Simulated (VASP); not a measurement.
C:

```
CELL_PARAMETERS angstrom
1.22803 0.70900 3.34701
-1.22803 0.70900 3.34701
0.00000 -1.41801 3.34701
ATOMIC_POSITIONS crystal
C 0.83600 0.83600 0.83600
C 0.16400 0.16400 0.16400
```

- Program: VASP 6.6.1
- Task: relaxation of cell and atoms
- Functional: PBEsol
- Potentials or basis: VASP PAW PBE potentials, release 64 (C)
- Cutoff: 600 eV
- k mesh: 8 × 8 × 8
- Occupations: gaussian, width 0.1 eV
- Spin: no spin polarisation

At the start: pressure 1.4 GPa; volume 8.74 Å³/atom.

Question: How do energy, volume and symmetry change on relaxing?

Answer: Over 12 steps the energy falls by 13.1 meV/atom and the volume is 9.28 Å³/atom (+6.2 %); space group R-3m (No. 166, to 0.1 Å) before and after.

Step by step:
| step | energy change (eV) | largest force (eV/Å) | pressure (GPa) | volume (Å³) |
| --- | --- | --- | --- | --- |
| 1 | 0.0000 | 0.8729 | 1.42 | 17.48 |
| 2 | -0.0136 | 0.5240 | -2.55 | 17.68 |
| 3 | -0.0231 | 0.0219 | -0.92 | 17.60 |
| 4 | -0.0224 | 0.0524 | 2.84 | 17.49 |
| 5 | -0.0235 | 0.0066 | 0.51 | 17.56 |
| 6 | -0.0238 | 0.0068 | 0.48 | 17.61 |
| 7 | -0.0245 | 0.0076 | 0.38 | 17.74 |
| 8 | -0.0255 | 0.0095 | 0.22 | 18.01 |
| 9 | -0.0262 | 0.0147 | -0.04 | 18.54 |
| 10 | -0.0262 | 0.0151 | -0.05 | 18.57 |
| 11 | -0.0258 | 0.0896 | 0.69 | 18.55 |
| 12 | -0.0262 | 0.0018 | 0.04 | 18.57 |

Final structure:
```
CELL_PARAMETERS angstrom
1.23000 0.71014 3.54249
-1.23000 0.71014 3.54249
0.00000 -1.42028 3.54249
ATOMIC_POSITIONS crystal
C 0.83335 0.83335 0.83335
C 0.16665 0.16665 0.16665
```

Caveat: this functional lacks dispersion, which binds the layers, so the pressure and a relaxed spacing across them are unreliable; the PAW data sets were made with another functional, which shifts forces and pressure a little.
